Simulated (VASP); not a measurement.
# AlN (P6_3mc) in VASP: notebook, part 2 of 2

VASP 6.6.1.

## Step 3: Dielectric tensor, r2SCAN (uniaxial z strain +2.0%)

The input, INCAR:

```
PREC = Accurate
ENCUT = 520
EDIFF = 1E-8
ISMEAR = 0
SIGMA = 0.01
LREAL = False
LASPH = True
NELM = 60
ALGO = Normal
ISIF = 2
LWAVE = False
LCHARG = False
METAGGA = R2SCAN
LMIXTAU = True
LCALCEPS = True
```

The input, KPOINTS:

```
regular mesh
0
Gamma
  9 9 4
```

The input, POSCAR:

```
AlN
1.0
    3.1066937602      0.0000000000      0.0000000000
   -1.5533468801      2.6904757181      0.0000000000
    0.0000000000      0.0000000000      5.0781633830
Al N
2 2
Direct
    0.3333333333      0.6666666667     -0.0016267570
    0.6666666667      0.3333333333      0.4983732430
    0.3333333333      0.6666666667      0.3766267570
    0.6666666667      0.3333333333      0.8766267570
```

Potentials or basis: VASP PAW PBE potentials, release 64 (Al, N).

The run is started by

```
$ cat potpaw_PBE.64/Al/POTCAR potpaw_PBE.64/N/POTCAR > POTCAR
$ mpirun -np 1 vasp_std > vasp.out
```

OUTCAR:

```text
PREC = Accurate
   ENCUT = 520
   EDIFF = 1E-8
   ISMEAR = 0
   LREAL = False
   LASPH = True
   NELM = 60
   ISIF = 2
   METAGGA = R2SCAN

 ion  position               nearest neighbor table
   1  0.333  0.667  0.998-   4 1.90   4 1.90   4 1.90   3 1.92   2 3.11   2 3.11   2 3.11   2 3.11
                             2 3.11   2 3.11
   2  0.667  0.333  0.498-   3 1.90   3 1.90   3 1.90   4 1.92   1 3.11   1 3.11   1 3.11   1 3.11
                             1 3.11   1 3.11
   3  0.333  0.667  0.377-   2 1.90   2 1.90   2 1.90   1 1.92
   4  0.667  0.333  0.877-   1 1.90   1 1.90   1 1.90   2 1.92

[... 611 lines left out ...]
  --------------------------------------------------------------------------------------
  -------------------------------------------------------------------------------------
  Total       -0.6008933     -0.6008933     -2.1371013      0.0000000     -0.0000000     -0.0000000
  in kB      -22.6816036    -22.6816036    -80.6680380      0.0000000     -0.0000000     -0.0000000
  external PRESSURE =     -42.0104151 kB  Pullay stress =       0.0000000 kB

 VOLUME and BASIS-vectors are now :
 -----------------------------------------------------------------------------
  energy-cutoff  :      520.00
  volume of cell :       42.45
      direct lattice vectors                 reciprocal lattice vectors
     3.106693760  0.000000000  0.000000000     0.321885605  0.185840741  0.000000000
    -1.553346880  2.690475718  0.000000000     0.000000000  0.371681481  0.000000000
     0.000000000  0.000000000  5.078163383     0.000000000  0.000000000  0.196921588

 POSITION                                       TOTAL-FORCE (eV/Angst)
 -----------------------------------------------------------------------------------
     -0.00000      1.79365      5.06990         0.000000      0.000000     -0.004643
      1.55335      0.89683      2.53082         0.000000      0.000000     -0.004643
     -0.00000      1.79365      1.91257        -0.000000      0.000000      0.004643
      1.55335      0.89683      4.45165         0.000000      0.000000      0.004643
 -----------------------------------------------------------------------------------
    total drift:                               -0.000000     -0.000000     -0.014476

  FREE ENERGIE OF THE ION-ELECTRON SYSTEM (eV)
  ---------------------------------------------------
  free  energy   TOTEN  =       -38.4335144070 eV

  energy  without entropy=      -38.4335144070  energy(sigma->0) =      -38.43351441
```

OSZICAR:

```text
N       E                     dE             d eps       ncg     rms          rms(c)
DAV:   1     0.405472884867E+02    0.40547E+02   -0.78796E+03   864   0.124E+03
DAV:   2    -0.430063241048E+02   -0.83554E+02   -0.77135E+02  1272   0.228E+02
[... 13 lines left out ...]
DMP:   8    -0.384335142184E+02   -0.13998E-06   -0.16896E-06   900   0.383E-06   0.753E-07
DMP:   9    -0.384335143048E+02   -0.86401E-07   -0.10771E-06   900   0.213E-06   0.109E-06
DMP:  10    -0.384335143599E+02   -0.55121E-07   -0.53552E-07   900   0.957E-07   0.735E-07
DMP:  11    -0.384335143851E+02   -0.25218E-07   -0.24299E-07   900   0.475E-07   0.254E-07
DMP:  12    -0.384335143978E+02   -0.12601E-07   -0.13334E-07   900   0.277E-07   0.109E-07
DMP:  13    -0.384335144070E+02   -0.92922E-08   -0.73732E-08   900   0.142E-07   0.811E-08
   1 F= -.38433514E+02 E0= -.38433514E+02  d E =-.724486E-13
```

Run time: 40 min. Hardware: 1 thread of AMD EPYC 9R14 (Zen 4), shared host; peak memory 0.41 GiB.

What came out:

- Band gap on the k mesh: 4.83 eV
- Electronic dielectric tensor (diagonal): 4.15, 4.15, 4.37
- Born charges (mean of the diagonal): Al +2.55; N -2.55 e

Electronic dielectric tensor:
```
4.15 0.00 0.00
0.00 4.15 0.00
0.00 0.00 4.37
```

Born effective charge tensors (e):
atom 1, Al
```
2.50 0.00 0.00
0.00 2.50 0.00
0.00 0.00 2.65
```
atom 2, Al
```
2.50 0.00 0.00
0.00 2.50 0.00
0.00 0.00 2.65
```
atom 3, N
```
-2.50  0.00  0.00
 0.00 -2.50  0.00
 0.00  0.00 -2.65
```
atom 4, N
```
-2.50  0.00  0.00
 0.00 -2.50  0.00
 0.00  0.00 -2.65
```

Dipole moments of the cell (e·Å, modulo the quantum): ionic 0.000, 0.000, 13.998; electronic 0.000, 0.000, -0.196

Caveat: the cell differs from its parent crystal (uniaxial z strain +2.0%); the PAW data sets were made with another functional, which shifts forces and pressure a little.
